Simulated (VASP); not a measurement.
A run of VASP 6.6.1 is set up as follows.

File POSCAR:

```
BaTiO3
1.0
    2.8399483166      1.6396449251      2.3312785423
   -2.8399483166      1.6396449251      2.3312785423
    0.0000000000     -3.2792898502      2.3312785423
Ba Ti O
1 1 3
Direct
    0.0012626313      0.0012626313      0.0012626313
    0.5147192493      0.5147192493      0.5147192493
    0.4882359353      0.9786472489      0.4882359353
    0.4882359353      0.4882359353      0.9786472489
    0.9786472489      0.4882359353      0.4882359353
```

The input INCAR.step1:

```
SYSTEM = BaTiO3
PREC = Accurate
ENCUT = 520
EDIFF = 1E-5
ISMEAR = 0
SIGMA = 0.01
LREAL = .FALSE.
LASPH = .TRUE.
NELM = 80
ALGO = Normal
ISIF = 2
LWAVE = .TRUE.
LCHARG = .FALSE.
NBANDS = 28
GGA = PE
```

File INCAR.step2:

```
SYSTEM = BaTiO3
PREC = Accurate
ENCUT = 520
EDIFF = 1E-6
ISMEAR = 0
SIGMA = 0.01
LREAL = .FALSE.
LASPH = .TRUE.
NELM = 80
ALGO = Normal
ISIF = 2
LWAVE = .FALSE.
LCHARG = .FALSE.
GGA = PE
LHFCALC = .TRUE.
AEXX = 0.25
PRECFOCK = Fast
NBANDS = 28
ISTART = 1
```

File KPOINTS:

```
Automatic mesh
0
G
  4 4 4
  0 0 0
```

Potentials or basis: VASP PAW PBE potentials, release 64 (Ba_sv, Ti_sv, O).

Launch:

```sh
$ cat potpaw_PBE.64/Ba_sv/POTCAR potpaw_PBE.64/Ti_sv/POTCAR potpaw_PBE.64/O/POTCAR > POTCAR
$ cp INCAR.step1 INCAR
$ mpirun -np 1 vasp_std > vasp.out
$ cp INCAR.step2 INCAR
$ mpirun -np 1 vasp_std > vasp.out
```

Question: Estimate the band gap on the k mesh.

Answer: 4.68 eV, indirect (least direct gap 5.13 eV).

Question: Estimate the largest force.

Answer: 0.199 eV/Å.

Question: What does it give for the pressure?

Answer: -0.6 GPa.

Forces in eV/Å, atoms in the order of the input:
```
Ba   0.000  0.000 -0.015
Ti   0.000  0.000  0.199
O    0.112 -0.065 -0.061
O    0.000  0.129 -0.061
O   -0.112 -0.065 -0.061
```

Caveat: the PAW data sets were made with another functional, which shifts forces and pressure a little; spin-orbit coupling is left out, which moves the levels of the heavy elements. A k mesh can miss the band edges.
